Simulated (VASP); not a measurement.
Cu:

```
Cu
1.0
     0.00000    1.78307    1.78307
     1.78307    0.00000    1.78307
     1.78307    1.78307    0.00000
Cu
1
Cartesian
  0.0000 0.0000 0.0000
```

Base run:

```yaml
Program: VASP 6.6.1
Functional: RPBE
Potentials_or_basis: VASP PAW PBE potentials, release 64 (Cu)
Cutoff: 600 eV
k_mesh: 13 × 13 × 13
Occupations: fermi-dirac, width 0.05 eV
Spin: no spin polarisation
```

Its results: pressure 14.4 GPa.

Q: The run is repeated on the same cell with these changes: dispersion from none to D3(BJ). What comes out?

A: Pressure -27.5 GPa.

Dispersion adds attraction, which lowers the pressure at fixed volume and, as a term added to the energy, leaves the levels alone.

Caveats: the PAW data sets were made with another functional, which shifts forces and pressure a little; pairwise dispersion overbinds metals, which lowers pressure and volume (some runs).
